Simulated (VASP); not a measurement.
A run of VASP 6.6.1 is set up as follows.

File INCAR:

```
SYSTEM = MgSnO2
PREC     = Accurate       ! precision mode
ENCUT    = 600            ! plane-wave cutoff, eV
EDIFF    = 1E-6           ! SCF threshold, eV
ISMEAR   = 0              ! smearing method
SIGMA    = 0.1            ! smearing width, eV
LREAL    = .False.        ! projectors in reciprocal space
LASPH    = .True.         ! aspherical terms in the spheres
NELM     = 100            ! most SCF steps
ALGO     = Normal         ! electronic algorithm
ISIF     = 3              ! what is computed and relaxed
LWAVE    = .False.        ! write WAVECAR
LCHARG   = .False.        ! write CHGCAR
GGA      = PE             ! functional
IBRION   = 2              ! ionic algorithm
NSW      = 90             ! ionic steps
EDIFFG   = -0.04          ! ionic threshold
```

File KPOINTS:

```
Automatic mesh
0
Gamma
  4 4 6
  0 0 0
```

File POSCAR:

```
MgSnO2
1.0
    4.4456421600      0.0000000000      0.0000000000
    0.0000000000      4.4456421600      0.0000000000
    0.0000000000      0.0000000000      2.6189405600
Mg Sn O
1 1 2
Direct
    0.5000000000      0.5000000000      0.5000000000
    0.0000000000      0.0000000000      0.0000000000
    0.5000000000      0.0000000000      0.0000000000
    0.0000000000      0.5000000000      0.0000000000
```

Potentials or basis: VASP PAW PBE potentials, release 64 (Mg, Sn_d, O).

The run is started by

```sh
$ cat potpaw_PBE.64/Mg/POTCAR potpaw_PBE.64/Sn_d/POTCAR potpaw_PBE.64/O/POTCAR > POTCAR
$ mpirun -np 1 vasp_std > vasp.out
```

Predict the space group after relaxing (to 0.05 Å).

P4/mmm (No. 123).

Predict the band gap on the k mesh.

zero (band 14 reaches 8.06 eV, above the bottom of band 15 at 6.35 eV).

What does it give for the relaxed volume?

13.72 Å³/atom.

Final structure:
```
CELL_PARAMETERS angstrom
4.29353 0.00000 0.00000
0.00000 4.29353 0.00000
0.00000 0.00000 2.97810
ATOMIC_POSITIONS crystal
Mg 0.50000 0.50000 0.50000
Sn 0.00000 0.00000 0.00000
O 0.50000 0.00000 0.00000
O 0.00000 0.50000 0.00000
```

Caveat: the k points lie up to 0.37 Å⁻¹ apart in the final cell; spin-orbit coupling is left out, which moves the levels of the heavy elements.
